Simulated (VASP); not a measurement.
Input of a VASP 6.6.1 run:

File INCAR:

```
PREC = Accurate ; ENCUT = 520
EDIFF = 1E-6 ; ISMEAR = 0
SIGMA = 0.1 ; LREAL = False
LASPH = True ; NELM = 60
ALGO = Normal ; ISIF = 2
LWAVE = False ; LCHARG = True
GGA = PE ; LELF = True
LVHAR = True ; NBANDS = 7
```

KPOINTS

```
regular mesh
0
Gamma
  6 12 6
```

Contents of POSCAR:

```
Be
1.0
    3.3145145300      0.0000000000      0.0000000000
    0.0000000000      1.4684496400      0.0000000000
   -0.3641589700      0.0000000000      3.4782156400
Be
1
Direct
    0.5000000000      0.0000000000      0.0000000000
```

Potentials or basis: VASP PAW PBE potentials, release 64 (Be).

Command:

```sh
$ cat potpaw_PBE.64/Be/POTCAR > POTCAR
$ mpirun -np 1 vasp_std > vasp.out
```

Task: Predict the pressure.

Result: 44.7 GPa.

Task: Predict the band gap on the k mesh.

Result: Zero (bands 1 and 2 overlap by 3.24 eV).

Stress tensor (GPa, compression positive):
```
-11.87   0.00   1.65
  0.00 156.37   0.00
  1.65   0.00 -10.43
```

Caveat: the cell stands under pressure.
